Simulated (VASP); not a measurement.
# Lu (Fd-3m) in VASP: single point with revPBE

Aim: the single point of Lu with revPBE.

Program: VASP 6.6.1. These are calculated values, not measurements. Logs are shortened: lines on timing, memory, paths and dates and some standing lists are left out, and cuts for length are marked.

## (1) The cell of the first run

The structure is cubic, space group Fd-3m (No. 227). The conventional cell has a = 7.521 Å, b = 7.521 Å, c = 7.521 Å, α = 90.00°, β = 90.00°, γ = 90.00°. Within 4.3 Å of Lu (site symmetry -43m) lie 4 Lu at 3.26 Å.

This isn't the form of Lu at room conditions, which is hcp.

## (2) Single point, revPBE

The input, INCAR:

```
PREC = Accurate
ENCUT = 520
EDIFF = 1E-7
ISMEAR = -1
SIGMA = 0.1
LREAL = F
LASPH = T
NELM = 60
ALGO = Normal
ISIF = 2
LWAVE = F
LCHARG = F
GGA = RE
NBANDS = 32
```

The input, KPOINTS:

```
regular mesh
0
Gamma
  12 12 12
```

The input, POSCAR:

```
Lu
1.0
    0.0000000000      3.7605886698      3.7605886698
    3.7605886698      0.0000000000      3.7605886698
    3.7605886698      3.7605886698      0.0000000000
Lu
2
Direct
    0.1250000000      0.1250000000      0.1250000000
    0.8750000000      0.8750000000      0.8750000000
```

Potentials or basis: VASP PAW PBE potentials, release 64 (Lu).

Launch:

```console
cat potpaw_PBE.64/Lu/POTCAR > POTCAR
mpirun -np 1 vasp_std > vasp.out
```

OUTCAR:

```text
PREC = Accurate
   ENCUT = 520
   EDIFF = 1E-7
   ISMEAR = -1
   LREAL = F
   LASPH = T
   NELM = 60
   ISIF = 2
   GGA = RE

 ion  position               nearest neighbor table
   1  0.125  0.125  0.125-   2 3.26   2 3.26   2 3.26   2 3.26
   2  0.875  0.875  0.875-   1 3.26   1 3.26   1 3.26   1 3.26

  LATTYP: Found a face centered cubic cell.
 ALAT       =     7.5211773396

  Lattice vectors:

 A1 = (   0.0000000000,   3.7605886698,   3.7605886698)
 A2 = (   3.7605886698,   0.0000000000,   3.7605886698)
 A3 = (   3.7605886698,   3.7605886698,   0.0000000000)

Analysis of symmetry for initial positions (statically):
=====================================================================
 Subroutine PRICEL returns:
 Original cell was already a primitive cell.

 Routine SETGRP: Setting up the symmetry group for a
 face centered cubic supercell.

 Subroutine GETGRP returns: Found 48 space group operations
 (whereof 12 operations were pure point group operations)
 out of a pool of 48 trial point group operations.

The static configuration has the point symmetry D_3d.
 The point group associated with its full space group is O_h .

Analysis of symmetry for dynamics (positions and initial velocities):
=====================================================================
 Subroutine PRICEL returns:
 Original cell was already a primitive cell.

 Routine SETGRP: Setting up the symmetry group for a
 face centered cubic supercell.

 Subroutine GETGRP returns: Found 48 space group operations
 (whereof 12 operations were pure point group operations)
 out of a pool of 48 trial point group operations.

The dynamic configuration has the point symmetry D_3d.
 The point group associated with its full space group is O_h .

 Subroutine INISYM returns: Found 48 space group operations
 (whereof 12 operations are pure point group operations),
 and found     1 'primitive' translations

----------------------------------------------------------------------------------------

                                     Primitive cell

  volume of cell :     106.3647

  direct lattice vectors                    reciprocal lattice vectors
     0.000000000  3.760588670  3.760588670    -0.132957907  0.132957907  0.132957907
     3.760588670  0.000000000  3.760588670     0.132957907 -0.132957907  0.132957907
     3.760588670  3.760588670  0.000000000     0.132957907  0.132957907 -0.132957907

  length of vectors
     5.318275499  5.318275499  5.318275499     0.230289851  0.230289851  0.230289851

  position of ions in fractional coordinates (direct lattice)
     0.125000000  0.125000000  0.125000000
     0.875000000  0.875000000  0.875000000

  ion indices of the primitive-cell ions
   primitive index   ion index
                 1           1
                 2           2

----------------------------------------------------------------------------------------

 KPOINTS: regular mesh

Automatic generation of k-mesh.
 Grid dimensions read from file:
 generate k-points for:   12   12   12

 Generating k-lattice:

  Cartesian coordinates                     Fractional coordinates (reciprocal lattice)
    -0.011079826  0.011079826  0.011079826     0.083333333  0.000000000  0.000000000
     0.011079826 -0.011079826  0.011079826     0.000000000  0.083333333  0.000000000
     0.011079826  0.011079826 -0.011079826     0.000000000  0.000000000  0.083333333

  Length of vectors
     0.019190821  0.019190821  0.019190821

  Shift w.r.t. Gamma in fractional coordinates (k-lattice)
     0.000000000  0.000000000  0.000000000

 Subroutine IBZKPT returns following result:
 ===========================================

 Found     72 irreducible k-points:

 Following reciprocal coordinates:
            Coordinates               Weight
  0.000000  0.000000  0.000000      1.000000
  0.083333  0.000000  0.000000      8.000000
  0.166667  0.000000  0.000000      8.000000
  0.250000  0.000000  0.000000      8.000000
  0.333333  0.000000  0.000000      8.000000
  0.416667  0.000000  0.000000      8.000000
[... 16 lines left out ...]
  0.500000  0.166667  0.000000     24.000000
 -0.416667  0.166667  0.000000     24.000000
 [... further k-points ...]
   k-points           NKPTS =     72   k-points in BZ     NKDIM =     72   number of bands    NBANDS=     32
   number of dos      NEDOS =    301   number of ions     NIONS =      2
   total plane-waves  NPLWV =  64000
   dimension x,y,z NGX =    40 NGY =   40 NGZ =   40
   dimension x,y,z NGXF=    80 NGYF=   80 NGZF=   80
   ions per type =               2
   NGX,Y,Z   is equivalent  to a cutoff of  12.50, 12.50, 12.50 a.u.
   NGXF,Y,Z  is equivalent  to a cutoff of  25.01, 25.01, 25.01 a.u.
 SYSTEM =  unknown system
   PREC   = accura    normal or accurate (medium, high low for compatibility)
   ISTART =      0    job   : 0-new  1-cont  2-samecut
   ICHARG =      2    charge: 1-file 2-atom 10-const
   ISPIN  =      1    spin polarized calculation?
   LNONCOLLINEAR =      F non collinear calculations
   LSORBIT =      F    spin-orbit coupling
   LASPH  =      T    aspherical Exc in radial PAW
   ENCUT  =  520.0 eV  38.22 Ry    6.18 a.u.   9.89  9.89  9.89*2*pi/ulx,y,z
   NELM   =     60;   NELMIN=  2; NELMDL= -5     # of ELM steps
   EDIFF  = 0.1E-06   stopping-criterion for ELM
   LREAL  =      F    real-space projection
   EDIFFG = 0.1E-05   stopping-criterion for IOM
   NSW    =      0    number of steps for IOM
   IBRION =     -1    ionic relax: 0-MD 1-quasi-New 2-CG
   NFREE  =      0    steps in history (QN), initial steepest desc. (CG)
   ISIF   =      2    stress and relaxation
   ISYM   =      2    0-nonsym 1-usesym 2-fastsym
   POTIM  = 0.5000    time-step for ionic-motion
   TEBEG  =    0.0;   TEEND  =   0.0 temperature during run
   PSTRESS=    0.0 pullay stress
   NELECT =      50.0000    total number of electrons
   NUPDOWN=      -1.0000    fix difference up-down
   EMIN   =  10.00;   EMAX   =-10.00  energy-range for DOS
   EFERMI =   0.00;   METHOD = LEGACY
   ISMEAR =    -1;   SIGMA  =   0.10  broadening in eV -4-tet -1-fermi 0-gaus
   EFERMI_NEDOS =   21; number of points for ismear=-14 and -15
   IALGO  =     38    algorithm
   IMIX   =      4    mixing-type and parameters
     AMIX     =   0.40;   BMIX     =  1.00
     AMIX_MAG =   1.60;   BMIX_MAG =  1.00
  volume/ion in A,a.u.               =      53.18       358.89
  Fermi-wavevector in a.u.,A,eV,Ry     =   1.272914  2.405458 22.045650  1.620310
  Thomas-Fermi vector in A             =   2.405766
   LORBIT       =      0    0 simple, 1 ext, 2 COOP (PROOUT), +10 PAW based schemes
   GGA     = RE    functional components
   LHFCALC =     F    Hartree Fock is set to
   AEXX    =    0.0000 exact exchange contribution
   IVDW    =     0    specifies the selected vdW correction
   LEPSILON=     F    determine dielectric tensor
   LRPA    =     F    only Hartree local field effects (RPA)
 non-spin polarized calculation
  energy-cutoff  :      520.00
  volume of cell :      106.36
 maximum number of plane-waves:      2884
   NGX = 19   NGY = 19   NGZ = 19

 number of electron      50.0000004 magnetization

 Free energy of the ion-electron system (eV)
  ---------------------------------------------------
  ext. energy  EPLUGINS =         0.00000000
  ---------------------------------------------------
  free energy    TOTEN  =        -4.65905825 eV

  energy without entropy =       -4.49350046  energy(sigma->0) =       -4.57627936

 E-fermi :  -0.0009     XC(G=0):  -7.8354

 val. band max:       -0.0055830505   @ k =   0.4167   0.2500   0.0000
 cond. band min:      -0.0001008612   @ k =   0.4167   0.3333   0.0833
 fundamental gap:      0.0054821893
 Fermi energy:        -0.0008925130

 k-point     1 :       0.0000    0.0000    0.0000
  band No.  band energies     occupation
      1     -57.3994      2.00000
      2     -57.3578      2.00000
      3     -28.1107      2.00000
      4     -28.1107      2.00000
      5     -28.1107      2.00000
      6     -27.8820      2.00000
[... 24 lines left out ...]
     31       1.7325      0.00000
     32       4.5683      0.00000

 k-point     2 :       0.0833    0.0000    0.0000
  band No.  band energies     occupation
      1     -57.3988      2.00000
      2     -57.3583      2.00000
      3     -28.1123      2.00000
      4     -28.1123      2.00000
      5     -28.1100      2.00000
      6     -27.8830      2.00000
[... 24 lines left out ...]
     31       1.7300      0.00000
     32       4.5497      0.00000

 k-point     3 :       0.1667    0.0000    0.0000
  band No.  band energies     occupation
      1     -57.3973      2.00000
      2     -57.3599      2.00000
      3     -28.1166      2.00000
      4     -28.1166      2.00000
      5     -28.1081      2.00000
      6     -27.8856      2.00000
[... 24 lines left out ...]
     31       1.7441      0.00000
     32       4.4860      0.00000

 k-point     4 :       0.2500    0.0000    0.0000
  band No.  band energies     occupation
      1     -57.3950      2.00000
      2     -57.3622      2.00000
      3     -28.1222      2.00000
      4     -28.1222      2.00000
      5     -28.1054      2.00000
      6     -27.8893      2.00000
[... 24 lines left out ...]
     31       1.8316      0.00000
     32       4.3553      0.00000

 k-point     5 :       0.3333    0.0000    0.0000
  band No.  band energies     occupation
      1     -57.3923      2.00000
      2     -57.3649      2.00000
      3     -28.1276      2.00000
      4     -28.1276      2.00000
      5     -28.1027      2.00000
      6     -27.8930      2.00000
[... 584 lines left out ...]
     31       1.9639      0.00000
     32       3.7565      0.00000

 k-point    22 :       0.4167    0.1667    0.0000
  band No.  band energies     occupation
      1     -57.3897      2.00000
      2     -57.3675      2.00000
      3     -28.1421      2.00000
      4     -28.1376      2.00000
      5     -28.0756      2.00000
      6     -27.9202      2.00000
[... 24 lines left out ...]
     31       2.2084      0.00000
     32       3.5683      0.00000

 k-point    23 :       0.5000    0.1667    0.0000
  band No.  band energies     occupation
      1     -57.3876      2.00000
      2     -57.3696      2.00000
      3     -28.1467      2.00000
      4     -28.1386      2.00000
      5     -28.0721      2.00000
      6     -27.9240      2.00000
[... 24 lines left out ...]
     31       2.2960      0.00000
     32       3.6137      0.00000

 k-point    24 :      -0.4167    0.1667    0.0000
  band No.  band energies     occupation
      1     -57.3873      2.00000
      2     -57.3699      2.00000
      3     -28.1485      2.00000
      4     -28.1368      2.00000
      5     -28.0728      2.00000
      6     -27.9234      2.00000
[... 24 lines left out ...]
     31       2.3654      0.00000
     32       3.3837      0.00000

 [... further k-points ...]
[... 5 lines left out ...]
  --------------------------------------------------------------------------------------
  -------------------------------------------------------------------------------------
  Total        0.0373296      0.0373296      0.0373296     -0.0000000     -0.0000000     -0.0000000
  in kB        0.5622979      0.5622979      0.5622979     -0.0000000     -0.0000000     -0.0000000
  external PRESSURE =       0.5622979 kB  Pullay stress =       0.0000000 kB

 VOLUME and BASIS-vectors are now :
 -----------------------------------------------------------------------------
  energy-cutoff  :      520.00
  volume of cell :      106.36
      direct lattice vectors                 reciprocal lattice vectors
     0.000000000  3.760588670  3.760588670    -0.132957907  0.132957907  0.132957907
     3.760588670  0.000000000  3.760588670     0.132957907 -0.132957907  0.132957907
     3.760588670  3.760588670  0.000000000     0.132957907  0.132957907 -0.132957907

 POSITION                                       TOTAL-FORCE (eV/Angst)
 -----------------------------------------------------------------------------------
      0.94015      0.94015      0.94015         0.000000      0.000000      0.000000
      6.58103      6.58103      6.58103        -0.000000     -0.000000     -0.000000
 -----------------------------------------------------------------------------------
    total drift:                                0.000000      0.000000     -0.000000

  FREE ENERGIE OF THE ION-ELECTRON SYSTEM (eV)
  ---------------------------------------------------
  free  energy   TOTEN  =        -4.6590582526 eV

  energy  without entropy=       -4.4935004575  energy(sigma->0) =       -4.57627936
```

It took 3.8 min on 1 thread of Intel Xeon Platinum 8488C (Sapphire Rapids), shared host; peak memory 0.38 GiB.

Results:

```yaml
Free_energy: -4.6591 eV
Pressure: 0.1 GPa
Band_gap_on_the_k_mesh: zero (bands 25 and 26 overlap by 0.98 eV)
```

Caveat: the PAW data sets were made with another functional, which shifts forces and pressure a little; spin-orbit coupling is left out, which moves the levels of the heavy elements.
